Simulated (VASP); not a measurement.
Runs of VASP 6.6.1 on Cd. The structure is that of space group P6_3/mmc (No. 194), or close to it. The cells are those of the table. 

```csv
cell,gap on the mesh (eV),pressure (GPa)
"a = 2.931, b = 2.931, c = 5.803 Å, angles 90.0, 90.0, 120.0°, 2 atoms",none,(a)
"a = 3.020, b = 3.020, c = 5.467 Å, angles 90.0, 90.0, 120.0°, 2 atoms",none,2.8
"a = 3.063, b = 3.063, c = 5.314 Å, angles 90.0, 90.0, 120.0°, 2 atoms",none,2.6
"a = 3.145, b = 3.145, c = 5.041 Å, angles 90.0, 90.0, 120.0°, 2 atoms",none,2.6
"a = 2.803, b = 2.803, c = 6.344 Å, angles 90.0, 90.0, 120.0°, 2 atoms",none,9.4
"a = 2.886, b = 2.886, c = 5.986 Å, angles 90.0, 90.0, 120.0°, 2 atoms",none,5.7
```

Alike in all rows: task single point; level PBE; potentials or basis VASP PAW PBE potentials, release 64 (Cd); no spin polarisation; k mesh 24 × 24 × 10; cutoff (eV) 520; smearing gaussian 0.15 eV.

Estimate the missing entries.

(a) 4.3.

Caveats: the cell stands under pressure (at least some runs); the stress differs along the axes, from 0 to 14 GPa (at least some runs); the stress differs along the axes, from 1 to 8 GPa (at least some runs).

A k mesh can miss the band edges, and the runs leave out spin-orbit coupling on Cd.

A gap of «none» marks levels without a gap at the run's occupations.
